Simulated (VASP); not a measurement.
# CoC (F-43m) in VASP: a series of runs

The runs below take CoC through single point, relaxation of cell and atoms, with PBE.

All numbers are computed with VASP 6.6.1; they aren't measurements. Logs are shortened: lines on timing, memory, paths and dates and some standing lists are left out, and cuts for length are marked.

**1. The cell of the first run**

Symmetry: F-43m, No. 216, cubic system. Conventional cell: a = 4.265 Å, b = 4.265 Å, c = 4.265 Å, α = 90.00°, β = 90.00°, γ = 90.00°. Within 2.5 Å of Co (site symmetry -43m) lie 4 C at 1.85 Å. Within 2.5 Å of C (site symmetry -43m) lie 4 Co at 1.85 Å.

**2. Single point, PBE**

Contents of INCAR:

```
PREC = Accurate
ENCUT = 520
EDIFF = 1E-6
ISMEAR = 0
SIGMA = 0.1
LREAL = False
LASPH = True
NELM = 100
ALGO = Normal
ISIF = 2
LWAVE = False
LCHARG = True
GGA = PE
LELF = True
LVHAR = True
NBANDS = 14
```

Contents of KPOINTS:

```
Automatic mesh
0
Gamma
  8 8 8
```

Contents of POSCAR:

```
CoC
1.0
    0.0000000000      2.1324132802      2.1324132802
    2.1324132802      0.0000000000      2.1324132802
    2.1324132802      2.1324132802      0.0000000000
Co C
1 1
Direct
    0.0000000000      0.0000000000      0.0000000000
    0.2500000000      0.2500000000      0.2500000000
```

Potentials or basis: VASP PAW PBE potentials, release 64 (Co, C).

Started as:

```bash
> cat potpaw_PBE.64/Co/POTCAR potpaw_PBE.64/C/POTCAR > POTCAR
> mpirun -np 1 vasp_std > vasp.out
```

OUTCAR:

```text
PREC = Accurate
   ENCUT = 520
   EDIFF = 1E-6
   ISMEAR = 0
   LREAL = False
   LASPH = True
   NELM = 100
   ISIF = 2
   GGA = PE

 ion  position               nearest neighbor table
   1  0.000  0.000  0.000-   2 1.85   2 1.85   2 1.85   2 1.85
   2  0.250  0.250  0.250-   1 1.85   1 1.85   1 1.85   1 1.85

  LATTYP: Found a face centered cubic cell.
 ALAT       =     4.2648265604

  Lattice vectors:

 A1 = (   0.0000000000,   2.1324132802,   2.1324132802)
 A2 = (   2.1324132802,   0.0000000000,   2.1324132802)
 A3 = (   2.1324132802,   2.1324132802,   0.0000000000)

Analysis of symmetry for initial positions (statically):
=====================================================================
 Subroutine PRICEL returns:
 Original cell was already a primitive cell.

 Routine SETGRP: Setting up the symmetry group for a
 face centered cubic supercell.

 Subroutine GETGRP returns: Found 24 space group operations
 (whereof 24 operations were pure point group operations)
 out of a pool of 48 trial point group operations.

The static configuration has the point symmetry T_d .

Analysis of symmetry for dynamics (positions and initial velocities):
=====================================================================
 Subroutine PRICEL returns:
 Original cell was already a primitive cell.

 Routine SETGRP: Setting up the symmetry group for a
 face centered cubic supercell.

 Subroutine GETGRP returns: Found 24 space group operations
 (whereof 24 operations were pure point group operations)
 out of a pool of 48 trial point group operations.

The dynamic configuration has the point symmetry T_d .

 Subroutine INISYM returns: Found 24 space group operations
 (whereof 24 operations are pure point group operations),
 and found     1 'primitive' translations

----------------------------------------------------------------------------------------

                                     Primitive cell

  volume of cell :      19.3930

  direct lattice vectors                    reciprocal lattice vectors
     0.000000000  2.132413280  2.132413280    -0.234476124  0.234476124  0.234476124
     2.132413280  0.000000000  2.132413280     0.234476124 -0.234476124  0.234476124
     2.132413280  2.132413280  0.000000000     0.234476124  0.234476124 -0.234476124

  length of vectors
     3.015687781  3.015687781  3.015687781     0.406124559  0.406124559  0.406124559

  position of ions in fractional coordinates (direct lattice)
     0.000000000  0.000000000  0.000000000
     0.250000000  0.250000000  0.250000000

  ion indices of the primitive-cell ions
   primitive index   ion index
                 1           1
                 2           2

----------------------------------------------------------------------------------------

 KPOINTS: Automatic mesh

Automatic generation of k-mesh.
 Grid dimensions read from file:
 generate k-points for:    8    8    8

 Generating k-lattice:

  Cartesian coordinates                     Fractional coordinates (reciprocal lattice)
    -0.029309515  0.029309515  0.029309515     0.125000000  0.000000000  0.000000000
     0.029309515 -0.029309515  0.029309515     0.000000000  0.125000000  0.000000000
     0.029309515  0.029309515 -0.029309515     0.000000000  0.000000000  0.125000000

  Length of vectors
     0.050765570  0.050765570  0.050765570

  Shift w.r.t. Gamma in fractional coordinates (k-lattice)
     0.000000000  0.000000000  0.000000000

 Subroutine IBZKPT returns following result:
 ===========================================

 Found     29 irreducible k-points:

 Following reciprocal coordinates:
            Coordinates               Weight
  0.000000  0.000000  0.000000      1.000000
  0.125000  0.000000  0.000000      8.000000
  0.250000  0.000000  0.000000      8.000000
  0.375000  0.000000  0.000000      8.000000
  0.500000  0.000000  0.000000      4.000000
  0.125000  0.125000  0.000000      6.000000
[... 16 lines left out ...]
  0.500000  0.250000  0.125000     48.000000
 -0.375000  0.250000  0.125000     24.000000
 [... further k-points ...]
   k-points           NKPTS =     29   k-points in BZ     NKDIM =     29   number of bands    NBANDS=     14
   number of dos      NEDOS =    301   number of ions     NIONS =      2
   total plane-waves  NPLWV =  13824
   dimension x,y,z NGX =    24 NGY =   24 NGZ =   24
   dimension x,y,z NGXF=    48 NGYF=   48 NGZF=   48
   ions per type =               1   1
   NGX,Y,Z   is equivalent  to a cutoff of  13.23, 13.23, 13.23 a.u.
   NGXF,Y,Z  is equivalent  to a cutoff of  26.46, 26.46, 26.46 a.u.
 SYSTEM =  unknown system
   PREC   = accura    normal or accurate (medium, high low for compatibility)
   ISTART =      0    job   : 0-new  1-cont  2-samecut
   ICHARG =      2    charge: 1-file 2-atom 10-const
   ISPIN  =      1    spin polarized calculation?
   LNONCOLLINEAR =      F non collinear calculations
   LSORBIT =      F    spin-orbit coupling
   LASPH  =      T    aspherical Exc in radial PAW
   ENCUT  =  520.0 eV  38.22 Ry    6.18 a.u.   5.61  5.61  5.61*2*pi/ulx,y,z
   NELM   =    100;   NELMIN=  2; NELMDL= -5     # of ELM steps
   EDIFF  = 0.1E-05   stopping-criterion for ELM
   LREAL  =      F    real-space projection
   EDIFFG = 0.1E-04   stopping-criterion for IOM
   NSW    =      0    number of steps for IOM
   IBRION =     -1    ionic relax: 0-MD 1-quasi-New 2-CG
   NFREE  =      0    steps in history (QN), initial steepest desc. (CG)
   ISIF   =      2    stress and relaxation
   ISYM   =      2    0-nonsym 1-usesym 2-fastsym
   POTIM  = 0.5000    time-step for ionic-motion
   TEBEG  =    0.0;   TEEND  =   0.0 temperature during run
   PSTRESS=    0.0 pullay stress
   NELECT =      13.0000    total number of electrons
   NUPDOWN=      -1.0000    fix difference up-down
   EMIN   =  10.00;   EMAX   =-10.00  energy-range for DOS
   EFERMI =   0.00;   METHOD = LEGACY
   ISMEAR =     0;   SIGMA  =   0.10  broadening in eV -4-tet -1-fermi 0-gaus
   EFERMI_NEDOS =   21; number of points for ismear=-14 and -15
   IALGO  =     38    algorithm
   IMIX   =      4    mixing-type and parameters
     AMIX     =   0.40;   BMIX     =  1.00
     AMIX_MAG =   1.60;   BMIX_MAG =  1.00
  volume/ion in A,a.u.               =       9.70        65.44
  Fermi-wavevector in a.u.,A,eV,Ry     =   1.432764  2.707531 27.930201  2.052812
  Thomas-Fermi vector in A             =   2.552356
   LORBIT       =      0    0 simple, 1 ext, 2 COOP (PROOUT), +10 PAW based schemes
   GGA     = PE    functional components
   LHFCALC =     F    Hartree Fock is set to
   AEXX    =    0.0000 exact exchange contribution
   IVDW    =     0    specifies the selected vdW correction
   LEPSILON=     F    determine dielectric tensor
   LRPA    =     F    only Hartree local field effects (RPA)
 non-spin polarized calculation
 Gauss-broadening in eV      SIGMA  =   0.10
  energy-cutoff  :      520.00
  volume of cell :       19.39
 maximum number of plane-waves:       544
 NGX is ok and might be reduce to    24
   NGX = 11   NGY = 11   NGZ = 11

 number of electron      13.0000003 magnetization

 Free energy of the ion-electron system (eV)
  ---------------------------------------------------
  ext. energy  EPLUGINS =         0.00000000
  ---------------------------------------------------
  free energy    TOTEN  =       -15.08791912 eV

  energy without entropy =      -15.07923676  energy(sigma->0) =      -15.08357794

 E-fermi :   7.9612     XC(G=0): -12.3305

 val. band max:        7.6159342791   @ k =   0.5000   0.3750   0.0000
 cond. band min:       7.9719302122   @ k =  -0.2500   0.3750   0.1250
 fundamental gap:      0.3559959332
 Fermi energy:         7.9611983845

 k-point     1 :       0.0000    0.0000    0.0000
  band No.  band energies     occupation
      1      -5.7813      2.00000
      2       3.1741      2.00000
      3       3.1741      2.00000
      4       3.1741      2.00000
      5       6.1312      2.00000
      6       6.1312      2.00000
      7      13.2138      0.00000
      8      13.2138      0.00000
      9      13.2138      0.00000
     10      15.8303      0.00000
     11      23.2123      0.00000
     12      23.2123      0.00000
     13      23.2123      0.00000
     14      29.9607      0.00000

 k-point     2 :       0.1250    0.0000    0.0000
  band No.  band energies     occupation
      1      -5.4912      2.00000
      2       2.9904      2.00000
      3       3.2687      2.00000
      4       3.2687      2.00000
      5       6.0973      2.00000
      6       6.0973      2.00000
      7      12.2332      0.00000
      8      12.9601      0.00000
      9      12.9601      0.00000
     10      16.4403      0.00000
     11      22.2461      0.00000
     12      23.5723      0.00000
     13      23.5723      0.00000
     14      28.8830      0.00000

 k-point     3 :       0.2500    0.0000    0.0000
  band No.  band energies     occupation
      1      -4.7010      2.00000
      2       2.5711      2.00000
      3       3.4682      2.00000
      4       3.4682      2.00000
      5       6.0970      2.00000
      6       6.0970      2.00000
      7      10.1122      0.00000
      8      12.3366      0.00000
      9      12.3366      0.00000
     10      17.6600      0.00000
     11      20.8442      0.00000
     12      23.7451      0.00000
     13      23.7451      0.00000
     14      28.7957      0.00000

 k-point     4 :       0.3750    0.0000    0.0000
  band No.  band energies     occupation
      1      -3.7180      2.00000
      2       2.1613      2.00000
      3       3.6053      2.00000
      4       3.6053      2.00000
      5       6.2584      2.00000
      6       6.2584      2.00000
      7       8.0438      0.24289
      8      11.6530      0.00000
      9      11.6530      0.00000
     10      18.3970      0.00000
     11      20.4480      0.00000
     12      23.2038      0.00000
     13      23.2038      0.00000
     14      29.2408      0.00000

 k-point     5 :       0.5000    0.0000    0.0000
  band No.  band energies     occupation
      1      -3.2162      2.00000
      2       1.9797      2.00000
      3       3.6388      2.00000
      4       3.6388      2.00000
      5       6.3907      2.00000
      6       6.3907      2.00000
      7       7.1561      2.00000
      8      11.3354      0.00000
      9      11.3354      0.00000
     10      18.3933      0.00000
     11      20.6990      0.00000
[... 276 lines left out ...]
 k-point    22 :       0.3750    0.2500    0.1250
  band No.  band energies     occupation
      1      -4.0659      2.00000
      2       2.3609      2.00000
      3       3.5749      2.00000
      4       3.7942      2.00000
      5       5.7729      2.00000
      6       6.3869      2.00000
      7       9.8802      0.00000
      8      10.2351      0.00000
      9      11.7874      0.00000
     10      18.0150      0.00000
     11      20.8599      0.00000
     12      22.6435      0.00000
     13      25.0593      0.00000
     14      26.3409      0.00000

 k-point    23 :       0.5000    0.2500    0.1250
  band No.  band energies     occupation
      1      -3.2296      2.00000
      2       2.3341      2.00000
      3       3.4768      2.00000
      4       4.0371      2.00000
      5       5.9645      2.00000
      6       6.4591      2.00000
      7       7.9905      0.67905
      8       9.6611      0.00000
      9      10.9772      0.00000
     10      18.5314      0.00000
     11      20.5230      0.00000
     12      23.0899      0.00000
     13      24.6164      0.00000
     14      28.4603      0.00000

 k-point    24 :      -0.3750    0.2500    0.1250
  band No.  band energies     occupation
      1      -2.8295      2.00000
      2       2.4234      2.00000
      3       3.4145      2.00000
      4       4.1235      2.00000
      5       6.0333      2.00000
      6       6.4247      2.00000
      7       7.1802      2.00000
      8       9.6657      0.00000
      9      10.4246      0.00000
     10      18.5065      0.00000
     11      20.5997      0.00000
     12      23.7079      0.00000
     13      24.2948      0.00000
     14      30.3666      0.00000

 [... further k-points ...]

------------------------ aborting loop because EDIFF is reached ----------------------------------------

  FORCE on cell =-STRESS in cart. coord.  units (eV):
  Direction    XX          YY          ZZ          XY          YZ          ZX
  --------------------------------------------------------------------------------------
  -------------------------------------------------------------------------------------
  Total        0.0310206      0.0310206      0.0310206     -0.0000000      0.0000000     -0.0000000
  in kB        2.5628140      2.5628140      2.5628140     -0.0000000      0.0000000     -0.0000000
  external PRESSURE =       2.5628140 kB  Pullay stress =       0.0000000 kB

 VOLUME and BASIS-vectors are now :
 -----------------------------------------------------------------------------
  energy-cutoff  :      520.00
  volume of cell :       19.39
      direct lattice vectors                 reciprocal lattice vectors
     0.000000000  2.132413280  2.132413280    -0.234476124  0.234476124  0.234476124
     2.132413280  0.000000000  2.132413280     0.234476124 -0.234476124  0.234476124
     2.132413280  2.132413280  0.000000000     0.234476124  0.234476124 -0.234476124

 POSITION                                       TOTAL-FORCE (eV/Angst)
 -----------------------------------------------------------------------------------
      0.00000      0.00000      0.00000        -0.000000     -0.000000     -0.000000
      1.06621      1.06621      1.06621         0.000000      0.000000      0.000000
 -----------------------------------------------------------------------------------
    total drift:                                0.000001      0.000001      0.000001

  FREE ENERGIE OF THE ION-ELECTRON SYSTEM (eV)
  ---------------------------------------------------
  free  energy   TOTEN  =       -15.0879191207 eV

  energy  without entropy=      -15.0792367637  energy(sigma->0) =      -15.08357794
```

Wall time 6.7 s (1 thread of Intel Xeon Platinum 8259CL at 2.50GHz (Skylake/Cascade Lake), shared host); peak memory 0.14 GiB.

Results:

| Property | Result |
| --- | --- |
| Free energy | -15.0879 eV |
| Pressure | 0.3 GPa |

Levels at points of the mesh, in eV from the Fermi level:
```
           k point  band 3  band 4  band 5  band 6  band 7  band 8  band 9  band 10
(0.00, 0.00, 0.00)   -4.79   -4.79   -1.83   -1.83    5.25    5.25    5.25     7.87
(0.50, 0.00, 0.00)   -4.32   -4.32   -1.57   -1.57   -0.81    3.37    3.37    10.43
(0.50, 0.50, 0.00)   -3.01   -3.01   -2.35   -1.35    0.09    0.38    0.38     8.44
```

Spin polarisation is off, so any magnetic state and its effect on volume and gap are missing.

[end of part 1 of 2]
